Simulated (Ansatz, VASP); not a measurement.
## One calculation of InGa2N3, two programs

```
CELL_PARAMETERS angstrom
2.56228 -5.33652 0.00000
2.56228 5.33652 0.00000
0.00000 0.00000 2.87480
ATOMIC_POSITIONS crystal
In 0.00000 0.00000 0.00000
Ga 0.50000 0.00000 0.50000
Ga 0.00000 0.50000 0.50000
N 0.79694 0.20306 0.00000
N 0.20306 0.79694 0.00000
N 0.50000 0.50000 0.50000
```

Alike in both runs: task single point; functional r2SCAN; dispersion rVV10; k mesh 6 × 6 × 10; occupations fermi-dirac, width 0.03 eV; no spin polarisation.

```csv
,VASP,Ansatz
version,VASP 6.6.1,Ansatz 0.2.0
potentials or method,"VASP PAW PBE potentials, release 64 (In_d, Ga_d, N)","plane waves, PAW"
plane-wave cutoff (eV),520,500
valence electrons in the cell,54,54
```

Ansatz gave:

```
pressure (GPa)                                                : -0.2
traceless stress, the component that is largest in VASP (GPa) : 1.14
rms of the force components (eV/Å)                            : 0.022
```

Question: Estimate VASP's values.

Answer: Pressure (GPa): 0.6; traceless stress, the component that is largest in VASP (GPa): 1.52; rms of the force components (eV/Å): 0.032.

VASP's potentials were made for PBE, not for r2SCAN. Atom by atom the forces differ by 0.010 eV/Å (rms over components).
